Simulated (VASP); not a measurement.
# ZnS (P6_3mc) in VASP: a series of runs, part 2 of 2

VASP 6.6.1. Earlier steps stand in the parts before.

## Step 4: Relaxation of cell and atoms, PBEsol, target pressure 2 GPa, at which the enthalpy is minimised

This run uses another cell than the first one, of 19.22 Å³/atom.

File INCAR:

```
ALGO     = Normal         # electronic algorithm
EDIFF    = 1E-6           # SCF threshold, eV
EDIFFG   = -0.002         # ionic threshold
ENCUT    = 600            # plane-wave cutoff, eV
GGA      = PS             # functional
IBRION   = 2              # ionic algorithm
ISIF     = 3              # what is computed and relaxed
ISMEAR   = 0              # smearing method
LASPH    = T              # aspherical terms in the spheres
LCHARG   = F              # write CHGCAR
LREAL    = F              # projectors in reciprocal space
LWAVE    = F              # write WAVECAR
NELM     = 80             # most SCF steps
NSW      = 100            # ionic steps
PREC     = Accurate       # precision mode
PSTRESS  = 20.0         
SIGMA    = 0.01           # smearing width, eV
```

File KPOINTS:

```
k-points
0
Gamma
  6 6 4
```

File POSCAR:

```
ZnS
1.0
    3.7815727570      0.0000000000      0.0000000000
   -1.8907863785      3.2749380738      0.0000000000
    0.0000000000      0.0000000000      6.2089827959
Zn S
2 2
Direct
    0.3333333333      0.6666666667      0.0054426075
    0.6666666667      0.3333333333      0.5054426075
    0.3333333333      0.6666666667      0.3795573925
    0.6666666667      0.3333333333      0.8795573925
```

Potentials or basis: VASP PAW PBE potentials, release 64 (Zn, S).

On the command line:

```
$ cat potpaw_PBE.64/Zn/POTCAR potpaw_PBE.64/S/POTCAR > POTCAR
$ mpirun -np 1 vasp_std > vasp.out
```

OUTCAR:

```text
EDIFF = 1E-6
   EDIFFG = -0.002
   ENCUT = 600
   GGA = PS
   IBRION = 2
   ISIF = 3
   ISMEAR = 0
   LASPH = T
   LREAL = F
   NELM = 80
   NSW = 100
   PREC = Accurate
   PSTRESS = 20.0

 ion  position               nearest neighbor table
   1  0.333  0.667  0.005-   4 2.32   4 2.32   4 2.32   3 2.32
   2  0.667  0.333  0.505-   3 2.32   3 2.32   3 2.32   4 2.32
   3  0.333  0.667  0.380-   2 2.32   2 2.32   2 2.32   1 2.32
   4  0.667  0.333  0.880-   1 2.32   1 2.32   1 2.32   2 2.32

  LATTYP: Found a hexagonal cell.
 ALAT       =     3.7815727570
 C/A-ratio  =     1.6419048885

  Lattice vectors:

 A1 = (   3.7815727570,   0.0000000000,   0.0000000000)
 A2 = (  -1.8907863785,   3.2749380738,   0.0000000000)
 A3 = (   0.0000000000,   0.0000000000,   6.2089827959)

Analysis of symmetry for initial positions (statically):
=====================================================================
 Subroutine PRICEL returns:
 Original cell was already a primitive cell.

 Routine SETGRP: Setting up the symmetry group for a
 hexagonal supercell.

 Subroutine GETGRP returns: Found 12 space group operations
 (whereof  6 operations were pure point group operations)
 out of a pool of 24 trial point group operations.

The static configuration has the point symmetry C_3v.
 The point group associated with its full space group is C_6v.

Analysis of symmetry for dynamics (positions and initial velocities):
=====================================================================
 Subroutine PRICEL returns:
 Original cell was already a primitive cell.

 Routine SETGRP: Setting up the symmetry group for a
 hexagonal supercell.

 Subroutine GETGRP returns: Found 12 space group operations
 (whereof  6 operations were pure point group operations)
 out of a pool of 24 trial point group operations.

The dynamic configuration has the point symmetry C_3v.
 The point group associated with its full space group is C_6v.

 Subroutine INISYM returns: Found 12 space group operations
 (whereof  6 operations are pure point group operations),
 and found     1 'primitive' translations

[... 108 lines left out ...]
   EFERMI =   0.00;   METHOD = LEGACY
   ISMEAR =     0;   SIGMA  =   0.01  broadening in eV -4-tet -1-fermi 0-gaus
   EFERMI_NEDOS =   21; number of points for ismear=-14 and -15
   IALGO  =     38    algorithm
   IMIX   =      4    mixing-type and parameters
     AMIX     =   0.40;   BMIX     =  1.00
     AMIX_MAG =   1.60;   BMIX_MAG =  1.00
  volume/ion in A,a.u.               =      19.22       129.73
  Fermi-wavevector in a.u.,A,eV,Ry     =   1.271190  2.402200 21.985967  1.615923
  Thomas-Fermi vector in A             =   2.404136
   LORBIT       =      0    0 simple, 1 ext, 2 COOP (PROOUT), +10 PAW based schemes
   GGA     = PS    functional components
   LHFCALC =     F    Hartree Fock is set to
   AEXX    =    0.0000 exact exchange contribution
   IVDW    =     0    specifies the selected vdW correction
   LEPSILON=     F    determine dielectric tensor
   LRPA    =     F    only Hartree local field effects (RPA)
 conjugate gradient relaxation of ions
 non-spin polarized calculation
 Gauss-broadening in eV      SIGMA  =   0.01
  energy-cutoff  :      600.00
  volume of cell :       76.89
 maximum number of plane-waves:      2583
   NGX = 15   NGY = 15   NGZ = 25

--------------------------------------- Ionic step        1  -------------------------------------------

 number of electron      35.9999993 magnetization

 Free energy of the ion-electron system (eV)
  ---------------------------------------------------
  ext. energy  EPLUGINS =         0.00000000
  ---------------------------------------------------
  free energy    TOTEN  =       -15.16389456 eV

  energy without entropy =      -15.16389456  energy(sigma->0) =      -15.16389456

 E-fermi :   2.3475     XC(G=0):  -9.9641

 val. band max:        2.2806442377   @ k =   0.0000   0.0000   0.0000
 cond. band min:       4.4407874835   @ k =   0.0000   0.0000   0.0000
 fundamental gap:      2.1601432458
 Fermi energy:         2.3474699974

 k-point     1 :       0.0000    0.0000    0.0000
  band No.  band energies     occupation
      1     -11.0879      2.00000
      2     -10.0915      2.00000
      3      -4.2103      2.00000
      4      -4.1935      2.00000
      5      -4.1935      2.00000
      6      -4.1078      2.00000
[... 629 lines left out ...]
  energy  without entropy=      -15.1529043226  energy(sigma->0) =      -15.15290432

  enthalpy is  TOTEN    =       -14.2132747997 eV   P V=        0.9396295229

[... ionic steps 4 to 9 ...]

--------------------------------------- Ionic step       10  -------------------------------------------

 number of electron      35.9999983 magnetization

------------------------ aborting loop because EDIFF is reached ----------------------------------------
[... 75 lines left out ...]
--------------------------------------- Ionic step       12  -------------------------------------------

 number of electron      35.9999982 magnetization

 Free energy of the ion-electron system (eV)
  ---------------------------------------------------
  ext. energy  EPLUGINS =         0.00000000
  ---------------------------------------------------
  free energy    TOTEN  =       -15.15285136 eV

  energy without entropy =      -15.15285136  energy(sigma->0) =      -15.15285136

 E-fermi :   2.5871     XC(G=0): -10.0654

 val. band max:        2.4900745090   @ k =   0.0000   0.0000   0.0000
 cond. band min:       4.7466931433   @ k =   0.0000   0.0000   0.0000
 fundamental gap:      2.2566186343
 Fermi energy:         2.5870549890

 k-point     1 :       0.0000    0.0000    0.0000
  band No.  band energies     occupation
      1     -11.0380      2.00000
      2      -9.9995      2.00000
      3      -4.0988      2.00000
      4      -4.0791      2.00000
      5      -4.0791      2.00000
      6      -3.9895      2.00000
[... 549 lines left out ...]
  energy  without entropy=      -15.1528513564  energy(sigma->0) =      -15.15285136

  enthalpy is  TOTEN    =       -14.2132806764 eV   P V=        0.9395706800

 reached required accuracy - stopping structural energy minimisation
```

OSZICAR:

```text
N       E                     dE             d eps       ncg     rms          rms(c)
DAV:   1     0.249359790704E+03    0.24936E+03   -0.19051E+04   924   0.219E+03
DAV:   2     0.941897023859E+01   -0.23994E+03   -0.23454E+03   942   0.408E+02
DAV:   3    -0.153594810183E+02   -0.24778E+02   -0.24636E+02  1110   0.127E+02
[... 73 lines left out ...]
       N       E                     dE             d eps       ncg     rms          rms(c)
DAV:   1    -0.151528637784E+02    0.12134E-04   -0.17826E-03   954   0.305E-01    0.240E-02
DAV:   2    -0.151528558210E+02    0.79574E-05   -0.40100E-05  1216   0.826E-02    0.141E-02
DAV:   3    -0.151528516120E+02    0.42090E-05   -0.53236E-06  1056   0.288E-02    0.472E-03
DAV:   4    -0.151528513564E+02    0.25567E-06   -0.14842E-06   524   0.117E-02
  12 F= -.14213281E+02 E0= -.14213281E+02  d E =-.344605E-05
```

CONTCAR:

```text
ZnS
   1.00000000000000
     3.7546214301408853    0.0000000000000000    0.0000000000000000
    -1.8773107150704427    3.2515975400724932    0.0000000000000000
     0.0000000000000000    0.0000000000000000    6.1651990327160098
  Zn              S
     2     2
Direct
     0.3333333332999970    0.6666666667000030    0.0055589514374459
     0.6666666667000030    0.3333333332999970    0.5055589514374458
     0.3333333332999970    0.6666666667000030    0.3794410485625520
     0.6666666667000030    0.3333333332999970    0.8794410485625522

  0.00000000E+00  0.00000000E+00  0.00000000E+00
  0.00000000E+00  0.00000000E+00  0.00000000E+00
  0.00000000E+00  0.00000000E+00  0.00000000E+00
  0.00000000E+00  0.00000000E+00  0.00000000E+00
```

Run time: 2.3 min. Hardware: 1 thread of Intel Xeon Platinum 8488C (Sapphire Rapids), shared host; peak memory 0.22 GiB.

Results:

```
Free energy                                                : -15.1529 eV
Relaxed volume                                             : 18.82 Å³/atom
Relaxed cell                                               : a = 3.755 Å, b = 3.755 Å, c = 6.165 Å, α = 90.00°, β = 90.00°, γ = 120.00°
Space group after relaxing (to 0.1 Å)                      : P6_3mc (No. 186)
Energy change on relaxing (the run minimises the enthalpy) : +2.8 meV/atom
Ionic steps                                                : 12
Pressure after relaxing                                    : 2.0 GPa
Band gap on the k mesh                                     : 2.26 eV
```

Step by step:
| step | energy change (eV) | largest force (eV/Å) | pressure (GPa) | volume (Å³) |
| --- | --- | --- | --- | --- |
| 1 | 0.0000 | 0.0025 | 0.19 | 76.89 |
| 2 | 0.0228 | 0.0051 | 2.93 | 74.50 |
| 3 | 0.0110 | 0.0044 | 1.99 | 75.27 |
| 4 | 0.0114 | 0.0044 | 2.03 | 75.24 |
| 5 | 0.0109 | 0.0022 | 1.96 | 75.28 |
| 6 | 0.0111 | 0.0033 | 2.04 | 75.27 |
| 7 | 0.0110 | 0.0018 | 1.98 | 75.27 |
| 8 | 0.0110 | 0.0031 | 2.00 | 75.27 |
| 9 | 0.0110 | 0.0016 | 1.98 | 75.27 |
| 10 | 0.0110 | 0.0032 | 2.00 | 75.27 |
| 11 | 0.0110 | 0.0016 | 2.00 | 75.27 |
| 12 | 0.0110 | 0.0009 | 1.99 | 75.27 |

Final structure:
```xyz
4
Lattice="3.7546 0.0000 0.0000 -1.8773 3.2516 0.0000 0.0000 0.0000 6.1652" Properties=species:S:1:pos:R:3 pbc="T T T"
Zn    0.0000    2.1677    0.0343
Zn    1.8773    1.0839    3.1169
S     0.0000    2.1677    2.3393
S     1.8773    1.0839    5.4219
```

Caveat: the cell is relaxed towards a set pressure, so the run minimises the enthalpy, not the energy; the PAW data sets were made with another functional, which shifts forces and pressure a little.

## Step 5: Relaxation of cell and atoms, PBEsol, target pressure 4 GPa, at which the enthalpy is minimised

This run uses another cell than the first one, of 19.22 Å³/atom.

File INCAR:

```
SYSTEM = ZnS
PREC = Accurate
ENCUT = 600
EDIFF = 1E-7
ISMEAR = 0
SIGMA = 0.01
LREAL = .FALSE.
LASPH = .TRUE.
NELM = 100
ALGO = Normal
ISIF = 3
LWAVE = .FALSE.
LCHARG = .FALSE.
GGA = PS
IBRION = 2
NSW = 100
EDIFFG = -0.002
PSTRESS = 40.0
```

File KPOINTS:

```
regular mesh
0
G
  6 6 4
  0 0 0
```

POSCAR is that of step 4.

On the command line:

```
$ cat potpaw_PBE.64/Zn/POTCAR potpaw_PBE.64/S/POTCAR > POTCAR
$ mpirun -np 1 vasp_std > vasp.out
```

It took 3.1 min on 1 thread of Intel Xeon Platinum 8488C (Sapphire Rapids), shared host; peak memory 0.22 GiB.

Results (log left out):

| Quantity | Value |
| --- | --- |
| Free energy | -15.1228 eV |
| Relaxed volume | 18.41 Å³/atom |
| Relaxed cell | a = 3.726 Å, b = 3.726 Å, c = 6.124 Å, α = 90.00°, β = 90.00°, γ = 120.00° |
| Space group after relaxing (to 0.1 Å) | P6_3mc (No. 186) |
| Energy change on relaxing (the run minimises the enthalpy) | +10.3 meV/atom |
| Ionic steps | 11 |
| Pressure after relaxing | 4.0 GPa |
| Band gap on the k mesh | 2.35 eV |

The path:
```
step  energy change (eV)  largest force (eV/Å)  pressure (GPa)  volume (Å³)
   1              0.0000                0.0024            0.20        76.89
   2              0.0960                0.0137            6.36        71.93
   3              0.0413                0.0097            4.00        73.64
   4              0.0429                0.0099            4.07        73.58
   5              0.0408                0.0061            3.97        73.66
   6              0.0409                0.0064            3.97        73.65
   7              0.0412                0.0040            4.01        73.64
   8              0.0413                0.0031            4.01        73.64
   9              0.0415                0.0010            4.03        73.63
  10              0.0407                0.0005            3.97        73.66
  11              0.0411                0.0001            3.99        73.65
```

Final structure:
```
CELL_PARAMETERS angstrom
3.72633 0.00000 0.00000
-1.86316 3.22709 0.00000
0.00000 0.00000 6.12436
ATOMIC_POSITIONS crystal
Zn 0.33333 0.66667 0.00570
Zn 0.66667 0.33333 0.50570
S 0.33333 0.66667 0.37930
S 0.66667 0.33333 0.87930
```

Levels at points of the mesh, in eV from the valence-band top:
```
           k point  band 16  band 17  band 18  band 19  band 20  band 21
(0.00, 0.00, 0.00)    -0.11     0.00     0.00     2.35     3.11     6.17
(0.50, 0.00, 0.00)    -2.51    -1.94    -0.99     3.47     4.30     4.91
(0.00, 0.00, 0.50)    -0.53    -0.53    -0.53     3.63     3.63     6.65
(0.50, 0.00, 0.50)    -1.84    -1.81    -1.81     3.40     3.40     5.06
```

Caveat: the cell is relaxed towards a set pressure, so the run minimises the enthalpy, not the energy; the PAW data sets were made with another functional, which shifts forces and pressure a little.

## Step 6: Overview

```csv
task,cell,cutoff (eV),gap on the mesh (eV),pressure (GPa)
single point,"a = 3.767, b = 3.767, c = 6.182 Å, angles 90.0, 90.0, 120.0°, 4 atoms",520,2.22,1.3
relaxation of cell and atoms,"relaxed to 1 GPa from a = 3.782, b = 3.782, c = 6.209 Å, angles 90.0, 90.0, 120.0°, 4 atoms",600,2.20,1.0
relaxation of cell and atoms,"relaxed to 2 GPa from a = 3.782, b = 3.782, c = 6.209 Å, angles 90.0, 90.0, 120.0°, 4 atoms",600,2.26,2.0
relaxation of cell and atoms,"relaxed to 4 GPa from a = 3.782, b = 3.782, c = 6.209 Å, angles 90.0, 90.0, 120.0°, 4 atoms",600,2.35,4.0
```

Alike in all rows: level PBEsol; potentials or basis VASP PAW PBE potentials, release 64 (Zn, S); no spin polarisation; k mesh 6 × 6 × 4; smearing gaussian 0.01 eV.

Caveats: the PAW data sets were made with another functional, which shifts forces and pressure a little; the cell is relaxed towards a set pressure, so the run minimises the enthalpy, not the energy (at least some runs).

Total energies depend on the potentials used, so only differences within one code and one set of settings carry meaning.
